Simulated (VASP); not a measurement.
# Pd (Im-3m) in VASP: notebook

Pd is run at these levels: LDA; tasks: single point.

Everything below comes from runs of VASP 6.6.1. Logs are shortened: lines on timing, memory, paths and dates and some standing lists are left out, and cuts for length are marked.

## (1) The cell of the first run

Symmetry: Im-3m, No. 229, cubic system. Conventional cell: a = 3.048 Å, b = 3.048 Å, c = 3.048 Å, α = 90.00°, β = 90.00°, γ = 90.00°. Within 3.5 Å of Pd (site symmetry m-3m) lie 14 Pd at 2.64 to 3.05 Å.

## (2) Single point, LDA

File INCAR:

```
PREC     = Accurate       # precision mode
ENCUT    = 500            # plane-wave cutoff, eV
EDIFF    = 1E-6           # SCF threshold, eV
ISMEAR   = -1             # smearing method
SIGMA    = 0.1            # smearing width, eV
LREAL    = F              # projectors in reciprocal space
LASPH    = T              # aspherical terms in the spheres
NELM     = 120            # most SCF steps
ALGO     = Normal         # electronic algorithm
ISIF     = 2              # what is computed and relaxed
LWAVE    = F              # write WAVECAR
LCHARG   = F              # write CHGCAR
NBANDS   = 11             # bands
GGA_COMPAT= F
```

File KPOINTS:

```
Automatic mesh
0
Gamma
  8 8 8
```

File POSCAR:

```
Pd
1.0
    1.5240520138      1.5240520138      1.5240520138
   -1.5240520138      1.5240520138      1.5240520138
   -1.5240520138     -1.5240520138      1.5240520138
Pd
1
Direct
    0.0000000000      0.0000000000      0.0000000000
```

Potentials or basis: VASP PAW LDA potentials, release 64 (Pd).

Run with:

```bash
cat potpaw_LDA.64/Pd/POTCAR > POTCAR
mpirun -np 1 vasp_std > vasp.out
```

OUTCAR:

```text
PREC = Accurate
   ENCUT = 500
   EDIFF = 1E-6
   ISMEAR = -1
   LREAL = F
   LASPH = T
   NELM = 120
   ISIF = 2

 ion  position               nearest neighbor table
   1  0.000  0.000  0.000-

  LATTYP: Found a body centered cubic cell.
 ALAT       =     3.0481040276

  Lattice vectors:

 A1 = (   1.5240520138,  -1.5240520138,  -1.5240520138)
 A2 = (   1.5240520138,   1.5240520138,   1.5240520138)
 A3 = (  -1.5240520138,  -1.5240520138,   1.5240520138)

Analysis of symmetry for initial positions (statically):
=====================================================================
 Subroutine PRICEL returns:
 Original cell was already a primitive cell.

 Routine SETGRP: Setting up the symmetry group for a
 body centered cubic supercell.

 Subroutine GETGRP returns: Found 48 space group operations
 (whereof 48 operations were pure point group operations)
 out of a pool of 48 trial point group operations.

The static configuration has the point symmetry O_h .

Analysis of symmetry for dynamics (positions and initial velocities):
=====================================================================
 Subroutine PRICEL returns:
 Original cell was already a primitive cell.

 Routine SETGRP: Setting up the symmetry group for a
 body centered cubic supercell.

 Subroutine GETGRP returns: Found 48 space group operations
 (whereof 48 operations were pure point group operations)
 out of a pool of 48 trial point group operations.

The dynamic configuration has the point symmetry O_h .

 Subroutine INISYM returns: Found 48 space group operations
 (whereof 48 operations are pure point group operations),
 and found     1 'primitive' translations

----------------------------------------------------------------------------------------

                                     Primitive cell

  volume of cell :      14.1599

  direct lattice vectors                    reciprocal lattice vectors
     1.524052014  1.524052014  1.524052014     0.328072792  0.000000000  0.328072792
    -1.524052014  1.524052014  1.524052014    -0.328072792  0.328072792  0.000000000
    -1.524052014 -1.524052014  1.524052014     0.000000000 -0.328072792  0.328072792

  length of vectors
     2.639735521  2.639735521  2.639735521     0.463964993  0.463964993  0.463964993

  position of ions in fractional coordinates (direct lattice)
     0.000000000  0.000000000  0.000000000

  ion indices of the primitive-cell ions
   primitive index   ion index
                 1           1

----------------------------------------------------------------------------------------

 KPOINTS: Automatic mesh

Automatic generation of k-mesh.
 Grid dimensions read from file:
 generate k-points for:    8    8    8

 Generating k-lattice:

  Cartesian coordinates                     Fractional coordinates (reciprocal lattice)
     0.041009099  0.000000000  0.041009099     0.125000000  0.000000000  0.000000000
    -0.041009099  0.041009099  0.000000000     0.000000000  0.125000000  0.000000000
     0.000000000 -0.041009099  0.041009099     0.000000000  0.000000000  0.125000000

  Length of vectors
     0.057995624  0.057995624  0.057995624

  Shift w.r.t. Gamma in fractional coordinates (k-lattice)
     0.000000000  0.000000000  0.000000000

 Subroutine IBZKPT returns following result:
 ===========================================

 Found     29 irreducible k-points:

 Following reciprocal coordinates:
            Coordinates               Weight
  0.000000  0.000000  0.000000      1.000000
  0.125000  0.000000  0.000000     12.000000
  0.250000  0.000000  0.000000     12.000000
  0.375000  0.000000  0.000000     12.000000
  0.500000  0.000000  0.000000      6.000000
  0.250000  0.125000  0.000000     24.000000
[... 16 lines left out ...]
  0.375000  0.250000  0.250000     24.000000
  0.500000  0.250000  0.250000     12.000000
 [... further k-points ...]
   k-points           NKPTS =     29   k-points in BZ     NKDIM =     29   number of bands    NBANDS=     11
   number of dos      NEDOS =    301   number of ions     NIONS =      1
   total plane-waves  NPLWV =   8000
   dimension x,y,z NGX =    20 NGY =   20 NGZ =   20
   dimension x,y,z NGXF=    40 NGYF=   40 NGZF=   40
   ions per type =               1
   NGX,Y,Z   is equivalent  to a cutoff of  12.60, 12.60, 12.60 a.u.
   NGXF,Y,Z  is equivalent  to a cutoff of  25.19, 25.19, 25.19 a.u.
 SYSTEM =  unknown system
   PREC   = accura    normal or accurate (medium, high low for compatibility)
   ISTART =      0    job   : 0-new  1-cont  2-samecut
   ICHARG =      2    charge: 1-file 2-atom 10-const
   ISPIN  =      1    spin polarized calculation?
   LNONCOLLINEAR =      F non collinear calculations
   LSORBIT =      F    spin-orbit coupling
   LASPH  =      T    aspherical Exc in radial PAW
   ENCUT  =  500.0 eV  36.75 Ry    6.06 a.u.   4.81  4.81  4.81*2*pi/ulx,y,z
   NELM   =    120;   NELMIN=  2; NELMDL= -5     # of ELM steps
   EDIFF  = 0.1E-05   stopping-criterion for ELM
   LREAL  =      F    real-space projection
   EDIFFG = 0.1E-04   stopping-criterion for IOM
   NSW    =      0    number of steps for IOM
   IBRION =     -1    ionic relax: 0-MD 1-quasi-New 2-CG
   NFREE  =      0    steps in history (QN), initial steepest desc. (CG)
   ISIF   =      2    stress and relaxation
   ISYM   =      2    0-nonsym 1-usesym 2-fastsym
   POTIM  = 0.5000    time-step for ionic-motion
   TEBEG  =    0.0;   TEEND  =   0.0 temperature during run
   PSTRESS=    0.0 pullay stress
   NELECT =      10.0000    total number of electrons
   NUPDOWN=      -1.0000    fix difference up-down
   EMIN   =  10.00;   EMAX   =-10.00  energy-range for DOS
   EFERMI =   0.00;   METHOD = LEGACY
   ISMEAR =    -1;   SIGMA  =   0.10  broadening in eV -4-tet -1-fermi 0-gaus
   EFERMI_NEDOS =   21; number of points for ismear=-14 and -15
   IALGO  =     38    algorithm
   IMIX   =      4    mixing-type and parameters
     AMIX     =   0.40;   BMIX     =  1.00
     AMIX_MAG =   1.60;   BMIX_MAG =  1.00
  volume/ion in A,a.u.               =      14.16        95.56
  Fermi-wavevector in a.u.,A,eV,Ry     =   1.457880  2.754993 28.918005  2.125413
  Thomas-Fermi vector in A             =   2.574630
   LORBIT       =      0    0 simple, 1 ext, 2 COOP (PROOUT), +10 PAW based schemes
   GGA     = CA    functional components
   LHFCALC =     F    Hartree Fock is set to
   AEXX    =    0.0000 exact exchange contribution
   IVDW    =     0    specifies the selected vdW correction
   LEPSILON=     F    determine dielectric tensor
   LRPA    =     F    only Hartree local field effects (RPA)
 non-spin polarized calculation
  energy-cutoff  :      500.00
  volume of cell :       14.16
 maximum number of plane-waves:       372
   NGX =  9   NGY =  9   NGZ =  9

 number of electron      10.0000000 magnetization

 number of electron       9.9999996 magnetization

 Free energy of the ion-electron system (eV)
  ---------------------------------------------------
  ext. energy  EPLUGINS =         0.00000000
  ---------------------------------------------------
  free energy    TOTEN  =        -6.43350999 eV

  energy without entropy =       -6.39041950  energy(sigma->0) =       -6.41196475

 E-fermi :  10.2846     XC(G=0): -13.7640

 val. band max:       10.2684462965   @ k =   0.5000   0.2500   0.1250
 cond. band min:      10.3087567103   @ k =   0.5000   0.3750   0.2500
 fundamental gap:      0.0403104137
 Fermi energy:        10.2845526113

 k-point     1 :       0.0000    0.0000    0.0000
  band No.  band energies     occupation
      1       2.7548      2.00000
      2       7.1148      2.00000
      3       7.1148      2.00000
      4       7.1148      2.00000
      5       9.2902      1.99990
      6       9.2902      1.99990
      7      29.6918      0.00000
      8      29.6918      0.00000
      9      29.6918      0.00000
     10      36.0815      0.00000
     11      38.8302      0.00000

 k-point     2 :       0.1250    0.0000    0.0000
  band No.  band energies     occupation
      1       3.3557      2.00000
      2       6.9037      2.00000
      3       7.1176      2.00000
      4       7.5669      2.00000
      5       9.0710      1.99999
      6       9.3081      1.99989
      7      29.3153      0.00000
      8      29.6893      0.00000
      9      30.4698      0.00000
     10      35.8906      0.00000
     11      35.9479      0.00000

 k-point     3 :       0.2500    0.0000    0.0000
  band No.  band energies     occupation
      1       4.5918      2.00000
      2       6.4267      2.00000
      3       7.4113      2.00000
      4       8.7822      2.00000
      5       8.9305      2.00000
      6       9.3801      1.99976
      7      26.1625      0.00000
      8      28.2330      0.00000
      9      32.4247      0.00000
     10      33.6560      0.00000
     11      35.3425      0.00000

 k-point     4 :       0.3750    0.0000    0.0000
  band No.  band energies     occupation
      1       4.7677      2.00000
      2       5.9885      2.00000
      3       9.0348      1.99999
      4       9.4958      1.99925
      5       9.6174      1.99747
      6      10.2529      1.15717
      7      21.3865      0.00000
      8      26.2557      0.00000
      9      29.9415      0.00000
     10      34.4975      0.00000
     11      35.7042      0.00000

 k-point     5 :       0.5000    0.0000    0.0000
  band No.  band energies     occupation
      1       4.6055      2.00000
      2       5.8167      2.00000
      3       9.2082      1.99996
      4       9.5579      1.99860
      5      10.9795      0.00192
      6      11.5572      0.00001
      7      18.5690      0.00000
      8      25.4706      0.00000
      9      28.4255      0.00000
     10      35.3811      0.00000
     11      35.8648      0.00000
[... 211 lines left out ...]
 k-point    21 :       0.2500   -0.3750    0.1250
  band No.  band energies     occupation
      1       5.7677      2.00000
      2       6.3641      2.00000
      3       7.1307      2.00000
      4       9.4871      1.99931
      5       9.5938      1.99800
      6      16.4443      0.00000
      7      20.0413      0.00000
      8      20.7023      0.00000
      9      24.0720      0.00000
     10      36.1281      0.00000
     11      36.9313      0.00000

 k-point    22 :       0.2500    0.2500    0.2500
  band No.  band energies     occupation
      1       5.9135      2.00000
      2       6.7507      2.00000
      3       7.7966      2.00000
      4       7.7966      2.00000
      5       8.6935      2.00000
      6      11.0206      0.00127
      7      27.5453      0.00000
      8      27.7146      0.00000
      9      27.7146      0.00000
     10      28.2995      0.00000
     11      36.0850      0.00000

 k-point    23 :       0.3750    0.2500    0.2500
  band No.  band energies     occupation
      1       5.7611      2.00000
      2       6.1885      2.00000
      3       7.8020      2.00000
      4       8.4407      2.00000
      5       9.9717      1.91609
      6      13.2943      0.00000
      7      22.5816      0.00000
      8      25.0704      0.00000
      9      27.5251      0.00000
     10      29.9852      0.00000
     11      36.0222      0.00000

 k-point    24 :       0.5000    0.2500    0.2500
  band No.  band energies     occupation
      1       5.4253      2.00000
      2       6.1888      2.00000
      3       7.7049      2.00000
      4       8.6011      2.00000
      5      10.7633      0.01653
      6      16.3107      0.00000
      7      18.6417      0.00000
      8      23.8488      0.00000
      9      27.4120      0.00000
     10      31.5979      0.00000
     11      35.7249      0.00000

 [... further k-points ...]
[... 5 lines left out ...]
  --------------------------------------------------------------------------------------
  -------------------------------------------------------------------------------------
  Total        0.2248648      0.2248648      0.2248648     -0.0000000      0.0000000     -0.0000000
  in kB       25.4432585     25.4432585     25.4432585     -0.0000000      0.0000000     -0.0000000
  external PRESSURE =      25.4432585 kB  Pullay stress =       0.0000000 kB

 VOLUME and BASIS-vectors are now :
 -----------------------------------------------------------------------------
  energy-cutoff  :      500.00
  volume of cell :       14.16
      direct lattice vectors                 reciprocal lattice vectors
     1.524052014  1.524052014  1.524052014     0.328072792  0.000000000  0.328072792
    -1.524052014  1.524052014  1.524052014    -0.328072792  0.328072792  0.000000000
    -1.524052014 -1.524052014  1.524052014     0.000000000 -0.328072792  0.328072792

 POSITION                                       TOTAL-FORCE (eV/Angst)
 -----------------------------------------------------------------------------------
      0.00000      0.00000      0.00000        -0.000000      0.000000      0.000000
 -----------------------------------------------------------------------------------
    total drift:                               -0.000000      0.000000      0.000000

  FREE ENERGIE OF THE ION-ELECTRON SYSTEM (eV)
  ---------------------------------------------------
  free  energy   TOTEN  =        -6.4335099938 eV

  energy  without entropy=       -6.3904195006  energy(sigma->0) =       -6.41196475
```

It took 4.1 s on 1 thread of Intel Xeon Platinum 8259CL at 2.50GHz (Skylake/Cascade Lake), shared host; peak memory 0.12 GiB.

Results:

- Free energy: -6.4335 eV
- Pressure: 2.5 GPa
- Band gap on the k mesh: zero (band 5 reaches 10.98 eV, above the bottom of band 6 at 9.29 eV)

Levels at points of the mesh, in eV from the Fermi level:
```tsv
k point	band 2	band 3	band 4	band 5	band 6	band 7	band 8	band 9
(0.00, 0.00, 0.00)	-3.17	-3.17	-3.17	-0.99	-0.99	19.41	19.41	19.41
(0.50, 0.00, 0.00)	-4.47	-1.08	-0.73	0.69	1.27	8.28	15.19	18.14
(0.50, 0.50, 0.50)	-5.62	0.27	0.27	0.27	9.30	9.30	9.30	18.31
```

Caveat: the k points lie up to 0.36 Å⁻¹ apart.

## (3) Single point, LDA

This run uses another cell than the first one, of 14.30 Å³/atom, 1.010 times its volume.

File INCAR:

```
ALGO     = Normal         # electronic algorithm
EDIFF    = 1E-6           # SCF threshold, eV
ENCUT    = 500            # plane-wave cutoff, eV
GGA_COMPAT= False        
ISIF     = 2              # what is computed and relaxed
ISMEAR   = -1             # smearing method
LASPH    = True           # aspherical terms in the spheres
LCHARG   = True           # write CHGCAR
LELF     = True           # ELF
LREAL    = False          # projectors in reciprocal space
LVHAR    = True         
LWAVE    = False          # write WAVECAR
NBANDS   = 11             # bands
NELM     = 120            # most SCF steps
PREC     = Accurate       # precision mode
SIGMA    = 0.1            # smearing width, eV
```

File KPOINTS:

```
k-points
0
Gamma
  8 8 8
```

File POSCAR:

```
Pd
1.0
    1.5291663207      1.5291663207      1.5291663207
   -1.5291663207      1.5291663207      1.5291663207
   -1.5291663207     -1.5291663207      1.5291663207
Pd
1
Direct
    0.0000000000      0.0000000000      0.0000000000
```

Potentials or basis: VASP PAW LDA potentials, release 64 (Pd).

Run with:

```bash
cat potpaw_LDA.64/Pd/POTCAR > POTCAR
mpirun -np 1 vasp_std > vasp.out
```

OUTCAR:

```text
EDIFF = 1E-6
   ENCUT = 500
   ISIF = 2
   ISMEAR = -1
   LASPH = True
   LREAL = False
   NELM = 120
   PREC = Accurate

 ion  position               nearest neighbor table
   1  0.000  0.000  0.000-

  LATTYP: Found a body centered cubic cell.
 ALAT       =     3.0583326414

  Lattice vectors:

 A1 = (   1.5291663207,  -1.5291663207,  -1.5291663207)
 A2 = (   1.5291663207,   1.5291663207,   1.5291663207)
 A3 = (  -1.5291663207,  -1.5291663207,   1.5291663207)

[... 506 lines left out ...]
      3       7.5676      2.00000
      4       8.4502      2.00000
      5      10.5743      0.01826
      6      16.0955      0.00000
      7      18.3869      0.00000
      8      23.5864      0.00000
      9      27.1416      0.00000
     10      31.3325      0.00000
     11      35.4899      0.00000

 [... further k-points ...]
[... 5 lines left out ...]
  --------------------------------------------------------------------------------------
  -------------------------------------------------------------------------------------
  Total        0.0245620      0.0245620      0.0245620     -0.0000000     -0.0000000     -0.0000000
  in kB        2.7513738      2.7513738      2.7513738     -0.0000000     -0.0000000     -0.0000000
  external PRESSURE =       2.7513738 kB  Pullay stress =       0.0000000 kB

 VOLUME and BASIS-vectors are now :
 -----------------------------------------------------------------------------
  energy-cutoff  :      500.00
  volume of cell :       14.30
      direct lattice vectors                 reciprocal lattice vectors
     1.529166321  1.529166321  1.529166321     0.326975551  0.000000000  0.326975551
    -1.529166321  1.529166321  1.529166321    -0.326975551  0.326975551  0.000000000
    -1.529166321 -1.529166321  1.529166321     0.000000000 -0.326975551  0.326975551

 POSITION                                       TOTAL-FORCE (eV/Angst)
 -----------------------------------------------------------------------------------
      0.00000      0.00000      0.00000         0.000000      0.000000      0.000000
 -----------------------------------------------------------------------------------
    total drift:                               -0.000000      0.000000      0.000000

  FREE ENERGIE OF THE ION-ELECTRON SYSTEM (eV)
  ---------------------------------------------------
  free  energy   TOTEN  =        -6.4347827328 eV

  energy  without entropy=       -6.3912321620  energy(sigma->0) =       -6.41300745
```

OSZICAR:

```text
N       E                     dE             d eps       ncg     rms          rms(c)
DAV:   1     0.381769257587E+02    0.38177E+02   -0.50426E+03   646   0.828E+02
DAV:   2    -0.628618714989E+01   -0.44463E+02   -0.43072E+02   718   0.178E+02
DAV:   3    -0.675152569215E+01   -0.46534E+00   -0.46485E+00   755   0.196E+01
DAV:   4    -0.675354463270E+01   -0.20189E-02   -0.20187E-02   764   0.132E+00
DAV:   5    -0.675356596565E+01   -0.21333E-04   -0.21334E-04   836   0.128E-01    0.883E+00
DAV:   6    -0.645593051530E+01    0.29764E+00   -0.11124E+00   785   0.867E+00    0.424E+00
DAV:   7    -0.643999034796E+01    0.15940E-01   -0.22624E-02   815   0.105E+00    0.210E+00
DAV:   8    -0.643478289376E+01    0.52075E-02   -0.16922E-03   798   0.406E-01    0.811E-02
DAV:   9    -0.643477908476E+01    0.38090E-05   -0.52692E-05   839   0.647E-02    0.140E-02
DAV:  10    -0.643478278923E+01   -0.37045E-05   -0.20631E-06   795   0.135E-02    0.511E-03
DAV:  11    -0.643478273276E+01    0.56470E-07   -0.27403E-08   520   0.149E-03
   1 F= -.64347827E+01 E0= -.64130074E+01  d E =-.435506E-01
```

Run time: 4.2 s. Hardware: 1 thread of Intel Xeon Platinum 8259CL at 2.50GHz (Skylake/Cascade Lake), shared host; peak memory 0.12 GiB.

What came out:

| Item | Value |
| --- | --- |
| Free energy | -6.4348 eV |
| Pressure | 0.3 GPa |
| Band gap on the k mesh | zero (band 5 reaches 10.79 eV, above the bottom of band 6 at 9.13 eV) |

Levels at points of the mesh, in eV from the Fermi level:
```csv
k point,band 1,band 2,band 3,band 4,band 5,band 6,band 7,band 8,band 9,band 10
"(0.00, 0.00, 0.00)",-7.45,-3.12,-3.12,-3.12,-0.98,-0.98,19.39,19.39,19.39,25.83
"(0.50, 0.00, 0.00)",-5.59,-4.40,-1.06,-0.72,0.68,1.29,8.19,15.17,18.04,24.94
"(0.50, 0.50, 0.50)",-5.53,-5.53,0.26,0.26,0.26,9.26,9.26,9.26,18.18,18.18
```

Caveat: the k points lie up to 0.36 Å⁻¹ apart.
